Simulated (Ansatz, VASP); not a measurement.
# CoMo: VASP beside Ansatz

Contents of INCAR:

```
PREC = Accurate
ENCUT = 520
EDIFF = 1E-6
ISMEAR = -1
SIGMA = 0.05
LREAL = F
LASPH = T
NELM = 150
ALGO = Normal
ISIF = 2
LWAVE = F
LCHARG = F
ISPIN = 2
MAGMOM = 2 0
LORBIT = 11
LMAXMIX = 4
GGA = CA
NBANDS = 22
```

Contents of KPOINTS:

```
Automatic mesh
0
Gamma
  14 14 8
```

POSCAR

```
CoMo
1.0
    2.8477890811      0.0000000000      0.0000000000
   -1.4238945405      2.4662576888      0.0000000000
    0.0000000000      0.0000000000      4.4209203655
Co Mo
1 1
Direct
    0.6666666667      0.3333333333      0.5000000000
    0.3333333333      0.6666666667      0.0000000000
```

Input for Ansatz:

```yaml
crystal:
  lattice:
    - [2.8477890811, 0.0, 0.0]
    - [-1.4238945405, 2.4662576888, 0.0]
    - [0.0, 0.0, 4.4209203655]
  atoms:
    - { symbol: Co, position: [0.6666666667, 0.3333333333, 0.5], spin: 2.0 }
    - { symbol: Mo, position: [0.3333333333, 0.6666666667, 0.0] }
magnetization:
  spin_polarized: true
kpoints:
  mp_grid: { grid: [14, 14, 8] }
scf:
  occupations: { method: fermi_dirac, width: 0.05 }
hamiltonian:
  xc: lda
  pseudopotentials: { kind: paw }
output:
  forces: true
  stress: true
  eigenvalues: true
  populations: true
```

Change from the starting cell: volume scaled by 1.18, PAW files.

Alike in both runs: task single point; functional LDA; k mesh 14 × 14 × 8; occupations fermi-dirac, width 0.05 eV; collinear spin.

```csv
,VASP,Ansatz
version,VASP 6.6.1,Ansatz 0.2.0
potentials or method,"VASP PAW LDA potentials, release 64 (Co, Mo_sv)","PAW with Ansatz's default frozen-core files, scalar-relativistic"
plane-wave cutoff (eV),520,420
valence electrons in the cell,23,31
```

Ansatz gave:

```
pressure (GPa)                                                : -37.4
traceless stress, the component that is largest in VASP (GPa) : 0.84
net moment per atom (μB)                                      : 0.32
size of the moment on the site where the two differ most (μB) : 0.77
```

Question: Estimate VASP's values.

Answer: Pressure (GPa): -37.3; traceless stress, the component that is largest in VASP (GPa): 0.44; net moment per atom (μB): 0.28; size of the moment on the site where the two differ most (μB): 0.67.

LDA's correlation is that of Perdew and Zunger in VASP and of Perdew and Wang (1992) in Ansatz. Site moments also hang on the region over which each program counts them. Both programs put the cell under strong tension, so it lies far from rest at this level. VASP's potentials hold 23 valence electrons a cell and Ansatz's 31, so a difference there can come from the potentials and not from the codes.

Noted on VASP's run: the cell as given lies far from equilibrium.
